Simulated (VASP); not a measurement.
Al3Cu, 4 atoms in the cell. It takes space group Pm-3m (No. 221, cubic). The conventional cell has a = 3.924 Å, b = 3.924 Å, c = 3.924 Å, α = 90.00°, β = 90.00°, γ = 90.00°. Within 3.7 Å of Al (site symmetry 4/mmm) lie 8 Al at 2.77 Å and 4 Cu at 2.77 Å. Within 3.7 Å of Cu (site symmetry m-3m) lie 12 Al at 2.77 Å. 

| Item | Value |
| --- | --- |
| Program | VASP 6.6.1 |
| Task | single point |
| Functional | PBEsol |
| Potentials or basis | VASP PAW PBE potentials, release 64 (Al, Cu) |
| Cutoff | 520 eV |
| k mesh | 6 × 6 × 6 |
| Occupations | gaussian, width 0.1 eV |
| Spin | no spin polarisation |
| Dipole correction | no |
| Further INCAR settings | ALGO = Normal; EDIFF = 1e-06; NBANDS = 18 |

Potentials or basis: VASP PAW PBE potentials, release 64 (Al, Cu).

Command:

```bash
$ cat potpaw_PBE.64/Al/POTCAR potpaw_PBE.64/Cu/POTCAR > POTCAR
$ mpirun -np 1 vasp_std > vasp.out
```

Hardware: 1 thread of Intel Xeon 8259CL, on a shared host.

Q: Estimate the wall time of this run.

A: Run time: 46 s on 1 thread of Intel Xeon 8259CL, on a shared host, peak memory 0.17 GiB. Counts: scf iterations 17, k points 20.
